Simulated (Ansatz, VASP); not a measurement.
**BiSe2: VASP beside Ansatz**

```xyz
6
Lattice="4.1187 0.0000 0.0000 -2.0594 3.5669 0.0000 0.0000 0.0000 11.6579" Properties=species:S:1:pos:R:3 pbc="T T T"
Bi    0.0000    2.3779    2.9145
Bi    2.0594    1.1890    8.7434
Se    0.0000    2.3779    7.0124
Se    2.0594    1.1890    1.1834
Se    0.0000    2.3779   10.4745
Se    2.0594    1.1890    4.6455
```

Alike in both runs: functional r2SCAN; k mesh 6 × 6 × 2; occupations gaussian, width 0.1 eV; no spin polarisation.

Ansatz relaxed the structure, and its values are those at the end. VASP's run is a single point on that final structure, the one shown.

|  | VASP | Ansatz |
| --- | --- | --- |
| version | VASP 6.6.1 | Ansatz 0.2.0 |
| potentials or method | VASP PAW PBE potentials, release 64 (Bi_d, Se), cutoff 520 eV | scalar-relativistic, plane waves, PAW |
| valence electrons in the cell | 54 | 94 |

```tsv
	VASP	Ansatz	Ansatz less VASP
gap on the k mesh at the Fermi level (eV)	none	none	-
pressure (GPa)	0.0	0.0	-0.02
rms of the force components (eV/Å)	0.009	0.005	-0.0045
```

VASP's potentials were made for PBE, not for r2SCAN. A gap of «none» marks a metal or a gap that the smearing closes. With one functional, cell and mesh, what is left measures potentials, basis and numerics. VASP's potentials hold 54 valence electrons a cell and Ansatz's 94, so a difference there can come from the potentials and not from the codes.

Neither program's run includes spin-orbit coupling.
